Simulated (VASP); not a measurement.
AlGaN2: single point with r2SCAN

The system is AlGaN2.

```
Al Ga N
1.0
     3.14088    0.00000    0.00000
     0.00000    3.14088    0.00000
     0.00000    0.00000    4.49020
Al Ga N
1 1 2
Direct
  0.50000 0.50000 0.50000
  0.00000 0.00000 0.00000
  0.50000 0.00000 0.73826
  0.00000 0.50000 0.26174
```

This cell differs from its parent crystal: strain +0.000 along x and y, +0.015 along z.

```yaml
Program: VASP 6.6.1
Task: single point
Functional: r2SCAN
Potentials_or_basis: VASP PAW PBE potentials, release 64 (Al, Ga_d, N)
Cutoff: 520 eV
k_mesh: 8 × 8 × 6
Occupations: gaussian, width 0.05 eV
Spin: no spin polarisation
```

| Item | Value |
| --- | --- |
| Pressure | -3.0 GPa |
| Largest force | 0.029 eV/Å |
| Band gap on the k mesh | 3.22 eV, direct |

Forces in eV/Å, atoms in the order of the input:
```
Al   0.000  0.000  0.000
Ga   0.000  0.000  0.000
N    0.000  0.000  0.029
N    0.000  0.000 -0.029
```

Stress tensor (GPa, compression positive):
```
-2.32  0.00  0.00
 0.00 -2.32  0.00
 0.00  0.00 -4.40
```

Levels at points of the mesh, in eV from the valence-band top:
```
           k point  band 11  band 12  band 13  band 14  band 15  band 16
(0.00, 0.00, 0.00)    -0.28     0.00     0.00     3.22     4.11     8.42
(0.50, 0.00, 0.00)    -2.96    -1.00    -0.60     7.61     7.75     8.77
(0.50, 0.50, 0.00)    -2.33    -2.33    -2.32     3.78     3.78     6.77
(0.00, 0.00, 0.50)    -1.57    -0.95    -0.95     5.72     5.85     8.54
(0.50, 0.00, 0.50)    -0.96    -0.70    -0.50     5.64     7.14     9.92
(0.50, 0.50, 0.50)    -3.31    -3.19    -3.19     6.64     6.64     9.34
```

It took 64 s on 1 thread of Intel(R) Xeon(R) 6975P-C (Granite Rapids) (shared host), peak memory 0.2 GiB.

Caveat: the cell differs from its parent crystal (strain +0.000 along x and y, +0.015 along z); the PAW data sets were made with another functional, which shifts forces and pressure a little.
